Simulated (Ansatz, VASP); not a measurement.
**Two plane-wave programs on As**

File INCAR:

```
PREC = Accurate ; ENCUT = 600
EDIFF = 1E-7 ; ISMEAR = 0
SIGMA = 0.1 ; LREAL = F
LASPH = T ; NELM = 80
ALGO = Normal ; ISIF = 3
LWAVE = F ; LCHARG = F
GGA = PS ; IBRION = 2
NSW = 70 ; EDIFFG = -0.005
```

KPOINTS

```
Automatic mesh
0
Gamma
  15 15 15
```

POSCAR

```
As
1.0
    1.8914380032      1.0920222403      3.3713915085
   -1.8914380032      1.0920222403      3.3713915085
    0.0000000000     -2.1840444806      3.3713915084
As
2
Direct
    0.7697136435      0.7697136435      0.7697136435
    0.2302863565      0.2302863565      0.2302863565
```

Input for Ansatz:

```yaml
crystal:
  lattice:
    - [1.8914380032, 1.0920222403, 3.3713915085]
    - [-1.8914380032, 1.0920222403, 3.3713915085]
    - [0.0, -2.1840444806, 3.3713915084]
  atoms:
    - { symbol: As, position: [0.7697136435, 0.7697136435, 0.7697136435] }
    - { symbol: As, position: [0.2302863565, 0.2302863565, 0.2302863565] }
basis:
  ecutwfc: 420
kpoints:
  mp_grid: { grid: [15, 15, 15] }
hamiltonian:
  xc: pbesol
scf:
  occupations: { method: gaussian, width: 0.1 }
output:
  forces: true
  stress: true
  eigenvalues: true
relax:
  adjacent_minimum: "off"
  f_tol: 0.005
  max_steps: 50
  cell: { stress_tol: 0.05 }
```

Alike in both runs: task relaxation of cell and atoms; functional PBEsol; k mesh 15 × 15 × 15; occupations gaussian, width 0.1 eV; no spin polarisation.

|  | VASP | Ansatz |
| --- | --- | --- |
| version | VASP 6.6.1 | Ansatz 0.2.0 |
| potentials or method | VASP PAW PBE potentials, release 64 (As), cutoff 600 eV | scalar-relativistic, plane waves, PAW |
| valence electrons in the cell | 10 | 30 |

Ansatz gave:

| Item | Value |
| --- | --- |
| gap on the k mesh at the Fermi level, each at its own relaxed structure (eV) | none |
| relaxed volume (Å³/atom) | 20.85 |
| relaxed cell length with the largest relative difference (Å) | 4.013 |

Problem. Which values does VASP return?

Solution. gap on the k mesh at the Fermi level, each at its own relaxed structure (eV): none; relaxed volume (Å³/atom): 20.90; relaxed cell length with the largest relative difference (Å): 4.013.

VASP's potentials were made for PBE, not for PBEsol. A gap of «none» marks a metal or a gap that the smearing closes. VASP's potentials hold 10 valence electrons a cell and Ansatz's 30, so a difference there can come from the potentials and not from the codes.
